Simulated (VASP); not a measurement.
Crystal: C.

```xyz
8
Lattice="2.5052 0.0000 0.0000 -1.2526 2.1695 0.0000 0.0000 0.0000 8.1818" Properties=species:S:1:pos:R:3 pbc="T T T"
C     1.2526    0.7232    6.9034
C     0.0000    1.4464    2.8125
C     1.2526    0.7232    5.3693
C     0.0000    1.4464    1.2784
C     0.0000    0.0000    7.4148
C     0.0000    0.0000    3.3239
C     0.0000    0.0000    4.8580
C     0.0000    0.0000    0.7670
```

Program: VASP 6.6.1. Alike in all runs: task single point; potentials or basis VASP PAW PBE potentials, release 64 (C); no spin polarisation; cell as given; k mesh 12 × 12 × 4; cutoff (eV) 520; smearing fermi-dirac 0.05 eV.

Question: Order these runs on this cell by their pressure, lowest first.
A. level RPBE
B. level PBE exchange alone
C. level r2SCAN+D4
D. level PBE

Answer: C (6.4 GPa), D (12.3 GPa), A (18.4 GPa), B (42.9 GPa).

Caveats: the PAW data sets were made with another functional, which shifts forces and pressure a little (at least some runs); the stress differs along the axes, from 2 to 16 GPa (at least some runs); the stress differs along the axes, from 8 to 21 GPa (at least some runs); the stress differs along the axes, from 14 to 27 GPa (at least some runs); the stress differs along the axes, from 38 to 52 GPa (at least some runs).
